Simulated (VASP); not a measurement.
## BP: single point with B3LYP

Crystal: BP.

```
P B
1.0
     0.00000    2.28189    2.28189
     2.28189    0.00000    2.28189
     2.28189    2.28189    0.00000
P B
1 1
Cartesian
  3.4228 3.4228 3.4228
  0.0000 0.0000 0.0000
```

```
Program                            : VASP 6.6.1
Task                               : single point
Functional                         : B3LYP
Potentials or basis                : VASP PAW PBE potentials, release 64 (P, B)
Cutoff                             : 520 eV
k mesh                             : 5 × 5 × 5
Occupations                        : fermi-dirac, width 0.05 eV
Spin                               : no spin polarisation
Dipole correction                  : no
Grid for exact exchange (PRECFOCK) : Normal
Further INCAR settings             : ALGO = Normal; EDIFF = 1e-06; NBANDS = 11
```

The pressure is -0.4 GPa and the band gap on the k mesh is 2.75 eV, indirect (least direct gap 4.91 eV).

Levels at points of the mesh, in eV from the valence-band top:
```tsv
k point	band 1	band 2	band 3	band 4	band 5	band 6	band 7	band 8	band 9
(0.00, 0.00, 0.00)	-16.47	0.00	0.00	0.00	4.91	4.91	4.91	8.88	13.28
```

Wall time 3 min on 1 thread of Intel(R) Xeon(R) Platinum 8259CL CPU @ 2.50GHz (Skylake/Cascade Lake) (shared host), peak memory 0.14 GiB.

Caveat: the k points lie up to 0.48 Å⁻¹ apart; the PAW data sets were made with another functional, which shifts forces and pressure a little. A k mesh can miss the band edges.
